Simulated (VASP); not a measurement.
A run of VASP 6.6.1 is set up as follows.

File INCAR:

```
ALGO = Normal ; EDIFF = 1E-6
ENCUT = 520 ; GGA = PE
GGA_COMPAT = F ; ISIF = 2
ISMEAR = -1 ; ISYM = 0
LASPH = T ; LCHARG = F
LREAL = Auto ; LWAVE = F
NBANDS = 230 ; NELECT = 378.0
NELM = 120 ; PREC = Accurate
SIGMA = 0.05
```

KPOINTS

```
Automatic mesh
0
Gamma
  1 1 1
  0.25 0.25 0.25
```

File POSCAR:

```
AlSi23O47
1.0
    9.9016390000      0.0000000000      0.0000000000
   -4.9508190000      8.5750710000      0.0000000000
    0.0000000000      0.0000000000     10.8858800000
Si Al O
23 1 47
Direct
    0.2406510000      0.0040710000      0.1687210000
    0.2357510000      0.0196160000      0.6513880000
    0.2314950000      0.4965380000      0.1658890000
    0.2299160000      0.4930810000      0.6716300000
    0.7308500000      0.9996250000      0.1674410000
    0.7336060000      0.9999720000      0.6649960000
    0.7364600000      0.5017290000      0.1654200000
    0.7411630000      0.5030580000      0.6629020000
    0.0047020000      0.2273420000      0.3367400000
    0.9958120000      0.2347050000      0.8365820000
    0.0030380000      0.7373360000      0.3328500000
    0.0064240000      0.7495630000      0.8263780000
    0.5085390000      0.2384520000      0.3357690000
    0.4995130000      0.2371600000      0.8301670000
    0.4977560000      0.7335970000      0.3322930000
    0.4978500000      0.7374050000      0.8345950000
    0.2648490000      0.2649390000      0.9982200000
    0.2635590000      0.7655400000      0.9994010000
    0.2637450000      0.7611630000      0.5018600000
    0.7572850000      0.2599290000      0.0017940000
    0.7710710000      0.2650470000      0.4962640000
    0.7658210000      0.7683640000      0.9979060000
    0.7640380000      0.7642260000      0.4971850000
    0.2615560000      0.2355060000      0.5128600000
    0.2092630000      0.1338110000      0.1051110000
    0.2001560000      0.6273340000      0.1022320000
    0.2040320000      0.6248910000      0.6040960000
    0.6951070000      0.1289700000      0.1088660000
    0.7047960000      0.1321940000      0.6035260000
    0.7103230000      0.6362940000      0.1043570000
    0.7055000000      0.6313280000      0.6022900000
    0.3754680000      0.0771320000      0.2718790000
    0.3652580000      0.0815910000      0.7662270000
    0.3643470000      0.5731840000      0.2714550000
    0.3601780000      0.5762240000      0.7802230000
    0.8603420000      0.0720520000      0.2744080000
    0.8664370000      0.0744080000      0.7712540000
    0.8712060000      0.5769360000      0.2698490000
    0.8770430000      0.5854260000      0.7657850000
    0.4432370000      0.2897530000      0.4484470000
    0.4274680000      0.2967910000      0.9378780000
    0.4263630000      0.7905020000      0.4410560000
    0.4289490000      0.7983250000      0.9432200000
    0.9354680000      0.2916510000      0.4442900000
    0.9193040000      0.2818050000      0.9483160000
    0.9268950000      0.7935280000      0.4389380000
    0.9273730000      0.7997370000      0.9357290000
    0.1271060000      0.1849010000      0.3924370000
    0.1315860000      0.2060150000      0.8921270000
    0.1337830000      0.7052990000      0.3926660000
    0.1371460000      0.7181890000      0.8895360000
    0.6494290000      0.2099400000      0.3822370000
    0.6288150000      0.2030920000      0.8927480000
    0.6343360000      0.7074940000      0.3889320000
    0.6323350000      0.7086660000      0.8925060000
    0.0738970000      0.3606500000      0.2282630000
    0.0641890000      0.3754310000      0.7385050000
    0.0779720000      0.8714580000      0.2282870000
    0.0756700000      0.8835590000      0.7220920000
    0.5758090000      0.3704460000      0.2266930000
    0.5833480000      0.3743340000      0.7292640000
    0.5683890000      0.8638040000      0.2245320000
    0.5721980000      0.8677880000      0.7265450000
    0.2925350000      0.4263110000      0.0583350000
    0.2819120000      0.4021780000      0.5820080000
    0.2946950000      0.9261320000      0.0626040000
    0.2929190000      0.9212080000      0.5624750000
    0.7912140000      0.4253870000      0.0580290000
    0.7973910000      0.4262370000      0.5572550000
    0.7913830000      0.9287520000      0.0593270000
    0.7912870000      0.9247420000      0.5590660000
```

Potentials or basis: VASP PAW PBE potentials, release 64 (Si, Al, O).

The run is started by

```sh
$ cat potpaw_PBE.64/Si/POTCAR potpaw_PBE.64/Al/POTCAR potpaw_PBE.64/O/POTCAR > POTCAR
$ mpirun -np 1 vasp_std > vasp.out
```

Problem. Estimate the largest force.

Solution. 0.185 eV/Å.

Forces in eV/Å, atoms in the order of the input:
```
Si  -0.021  0.000 -0.008
Si  -0.106  0.120 -0.093
Si  -0.029 -0.006  0.000
Si  -0.035  0.037  0.006
Si  -0.021 -0.001 -0.003
Si  -0.027 -0.009  0.005
Si  -0.023  0.010 -0.008
Si  -0.017 -0.015  0.009
Si   0.000 -0.001 -0.021
Si  -0.001 -0.027  0.024
Si   0.010 -0.022 -0.019
Si   0.017 -0.014  0.016
Si   0.012 -0.025 -0.046
Si   0.020  0.004  0.007
Si   0.007 -0.032 -0.005
Si   0.007 -0.015 -0.001
Si   0.015  0.017  0.012
Si  -0.003  0.009  0.001
Si   0.013  0.006  0.010
Si   0.012  0.016  0.003
Si  -0.002  0.028  0.003
Si   0.014  0.011  0.013
Si   0.000  0.012 -0.009
Al   0.036 -0.050  0.066
O   -0.085  0.000  0.043
O   -0.091 -0.003  0.042
O   -0.080 -0.015  0.041
O   -0.093  0.006  0.038
O   -0.094  0.006  0.039
O   -0.080  0.002  0.047
O   -0.094  0.005  0.042
O    0.055 -0.066  0.056
O    0.033 -0.082  0.031
O    0.051 -0.073  0.060
O    0.024 -0.077  0.035
O    0.047 -0.061  0.055
O    0.052 -0.069  0.035
O    0.052 -0.067  0.044
O    0.051 -0.074  0.043
O   -0.047  0.081  0.127
O    0.051  0.071  0.040
O    0.043  0.072  0.053
O    0.055  0.073  0.044
O    0.055  0.079  0.056
O    0.052  0.055  0.056
O    0.039  0.062  0.053
O    0.051  0.068  0.044
O    0.134 -0.080  0.026
O    0.043 -0.075 -0.056
O    0.055 -0.070 -0.039
O    0.042 -0.065 -0.048
O    0.047 -0.072 -0.062
O    0.036 -0.079 -0.056
O    0.054 -0.073 -0.041
O    0.048 -0.076 -0.052
O   -0.094 -0.007 -0.043
O   -0.104  0.032 -0.039
O   -0.092  0.002 -0.044
O   -0.108  0.032 -0.072
O   -0.107 -0.008 -0.036
O   -0.078  0.010 -0.048
O   -0.088 -0.008 -0.048
O   -0.078  0.007 -0.048
O    0.039  0.072 -0.047
O    0.098 -0.032 -0.077
O    0.035  0.071 -0.041
O    0.039  0.082 -0.037
O    0.039  0.079 -0.054
O    0.036  0.069 -0.044
O    0.038  0.075 -0.042
O    0.036  0.070 -0.040
```

Caveat: the cell carries a net charge on a neutralising background, which shifts energy and pressure.
